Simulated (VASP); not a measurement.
A run of VASP 6.6.1 is set up as follows.

INCAR

```
SYSTEM = MgO
ALGO = Normal
EDIFF = 1E-6
ENCUT = 840
GGA_COMPAT = .False.
ISIF = 2
ISMEAR = 0
LASPH = .True.
LCHARG = .False.
LREAL = .False.
LWAVE = .False.
NBANDS = 15
NELM = 120
PREC = Accurate
SIGMA = 0.01
```

KPOINTS

```
k-points
0
Gamma
  7 7 6
  0 0 0
```

File POSCAR:

```
MgO
1.0
    2.9380210000      0.0000000000      0.0000000000
   -1.4690100000      2.5444010000      0.0000000000
    0.0000000000      0.0000000000      2.6796800000
Mg O
1 1
Direct
    0.0000000000      0.0000000000      0.0000000000
    0.3333330000      0.6666670000      0.5000000000
```

Potentials or basis: VASP PAW LDA potentials, release 64 (Mg_sv, O).

Command:

```sh
$ cat potpaw_LDA.64/Mg_sv/POTCAR potpaw_LDA.64/O/POTCAR > POTCAR
$ mpirun -np 1 vasp_std > vasp.out
```

(1) Estimate the band gap on the k mesh.

(2) What does it give for the pressure?

Answers

(1) 2.97 eV (least direct gap 3.36 eV).

(2) -9.0 GPa.

Caveat: the cell stands under tension.
